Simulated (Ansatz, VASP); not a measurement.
## One calculation of Mg2B3, two programs

```xyz
5
Lattice="4.5525 0.0000 0.0000 -2.2763 3.9426 0.0000 0.0000 0.0000 4.6897" Properties=species:S:1:pos:R:3 pbc="T T T"
Mg    0.0000    2.6284    2.3449
Mg    2.2763    1.3142    2.3449
B     0.0000    0.0000    3.1371
B     0.0000    0.0000    1.5526
B     0.0000    0.0000    0.0000
```

Alike in both runs: task relaxation of cell and atoms; functional PBE; k mesh 12 × 12 × 8; occupations gaussian, width 0.1 eV; no spin polarisation.

|  | VASP | Ansatz |
| --- | --- | --- |
| version | VASP 6.6.1 | Ansatz 0.2.0 |
| potentials or method | VASP PAW PBE potentials, release 64 (Mg, B), cutoff 600 eV | scalar-relativistic, plane waves, PAW |
| valence electrons in the cell | 13 | 29 |

```tsv
	VASP	Ansatz	Ansatz less VASP
gap on the k mesh at the Fermi level, each at its own relaxed structure (eV)	none	none	-
relaxed volume (Å³/atom)	17.13	17.16	+0.034
relaxed cell length with the largest relative difference (Å)	4.597	4.601	+0.0047
```

A gap of «none» marks a metal or a gap that the smearing closes. VASP's potentials hold 13 valence electrons a cell and Ansatz's 29, so a difference there can come from the potentials and not from the codes.
